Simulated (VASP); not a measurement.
Input of a VASP 6.6.1 run:

File INCAR:

```
PREC     = Accurate       # precision mode
ENCUT    = 520            # plane-wave cutoff, eV
EDIFF    = 1E-7           # SCF threshold, eV
ISMEAR   = 0              # smearing method
SIGMA    = 0.1            # smearing width, eV
LREAL    = False          # projectors in reciprocal space
LASPH    = True           # aspherical terms in the spheres
NELM     = 80             # most SCF steps
ALGO     = Normal         # electronic algorithm
ISIF     = 2              # what is computed and relaxed
LWAVE    = False          # write WAVECAR
LCHARG   = False          # write CHGCAR
GGA      = PE             # functional
NBANDS   = 32             # bands
```

KPOINTS

```
Automatic mesh
0
Gamma
  12 12 12
```

File POSCAR:

```
VN2
1.0
   -2.1335676913      2.1335676913      2.4546041369
    2.1335676913     -2.1335676913      2.4546041369
    2.1335676913      2.1335676913     -2.4546041369
V N
2 4
Direct
    0.2500000000      0.2500000000      0.0000000000
    0.7500000000      0.7500000000      0.0000000000
    0.1143182245      0.6143182245      0.7286364490
    0.6143182245      0.8856817755      0.5000000000
    0.8856817755      0.3856817755      0.2713635510
    0.3856817755      0.1143182245      0.5000000000
```

Potentials or basis: VASP PAW PBE potentials, release 64 (V_sv, N).

Command:

```console
$ cat potpaw_PBE.64/V_sv/POTCAR potpaw_PBE.64/N/POTCAR > POTCAR
$ mpirun -np 1 vasp_std > vasp.out
```

**Question.** Estimate the pressure.

**Answer.** 10.9 GPa.

**Question.** What does it give for the largest force?

**Answer.** 0.044 eV/Å.

**Question.** Estimate the band gap on the k mesh.

**Answer.** Zero (bands 23 and 24 overlap by 0.41 eV).

Forces in eV/Å, atoms in the order of the input:
```
V    0.000  0.000  0.000
V    0.000  0.000  0.000
N    0.031  0.031  0.000
N   -0.031  0.031  0.000
N   -0.031 -0.031  0.000
N    0.031 -0.031  0.000
```

Caveat: the cell stands under pressure; the run has no spin polarisation, though such a crystal can be magnetic. With open d or f shells a metallic result of PBE can be an artefact of self-interaction; +U or a hybrid may open a gap.
